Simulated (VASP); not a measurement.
Crystal: SiBBr.

```xyz
3
Lattice="3.1147 0.0000 0.0000 0.0000 3.1147 0.0000 0.0000 0.0000 5.6989" Properties=species:S:1:pos:R:3 pbc="T T T"
Si    0.0000    0.0000    2.8494
B     1.5574    1.5574    0.0000
Br    0.0000    0.0000    0.0000
```

* Program: VASP 6.6.1
* Task: relaxation of cell and atoms
* Functional: PBE
* Potentials or basis: VASP PAW PBE potentials, release 64 (Si, B, Br)
* Cutoff: 600 eV
* k mesh: 14 × 14 × 8
* Occupations: gaussian, width 0.1 eV
* Spin: no spin polarisation

At the start: pressure 2.3 GPa; volume 18.43 Å³/atom.

Q: Where does the relaxation end?

A: Over 20 steps the energy falls by 17.2 meV/atom and the volume is 21.18 Å³/atom (+14.9 %); space group P4/mmm (No. 123, to 0.05 Å).

Step by step:
| step | energy change (eV) | largest force (eV/Å) | pressure (GPa) | volume (Å³) |
| --- | --- | --- | --- | --- |
| 1 | 0.0000 | 0.0000 | 2.28 | 55.29 |
| 2 | -0.0275 | 0.0000 | -0.03 | 57.40 |
| 3 | -0.0295 | 0.0000 | -0.29 | 58.17 |
| 4 | -0.0304 | 0.0000 | -0.61 | 59.73 |
| 5 | -0.0354 | 0.0000 | -0.24 | 59.22 |
| 6 | -0.0375 | 0.0000 | 0.21 | 58.68 |
| 7 | -0.0375 | 0.0000 | 0.23 | 58.66 |
| 8 | -0.0381 | 0.0000 | 0.26 | 58.90 |
| 9 | -0.0397 | 0.0000 | 0.28 | 59.54 |
| 10 | -0.0439 | 0.0000 | 0.35 | 60.82 |
| 11 | -0.0475 | 0.0000 | 0.19 | 63.36 |
| 12 | -0.0476 | 0.0000 | 0.51 | 61.71 |
| 13 | -0.0499 | 0.0000 | 0.49 | 62.54 |
| 14 | -0.0499 | 0.0000 | 0.44 | 62.79 |
| 15 | -0.0500 | 0.0000 | 0.46 | 62.68 |
| 16 | -0.0504 | 0.0000 | 0.30 | 63.04 |
| 17 | -0.0505 | 0.0000 | 0.25 | 63.15 |
| 18 | -0.0509 | 0.0000 | 0.20 | 63.23 |
| 19 | -0.0516 | 0.0000 | 0.05 | 63.47 |
| 20 | -0.0516 | 0.0000 | 0.01 | 63.53 |

Final structure:
```cif
data_structure
_symmetry_space_group_name_H-M 'P 1'
_symmetry_Int_Tables_number 1
_cell_length_a 3.4264
_cell_length_b 3.4264
_cell_length_c 5.4118
_cell_angle_alpha 90.000
_cell_angle_beta 90.000
_cell_angle_gamma 90.000
_cell_volume 63.53
loop_
_atom_site_label
_atom_site_type_symbol
_atom_site_fract_x
_atom_site_fract_y
_atom_site_fract_z
_atom_site_occupancy
Si1 Si 0.00000 0.00000 0.50000 1
B1 B 0.50000 0.50000 0.00000 1
Br1 Br 0.00000 0.00000 0.00000 1
```
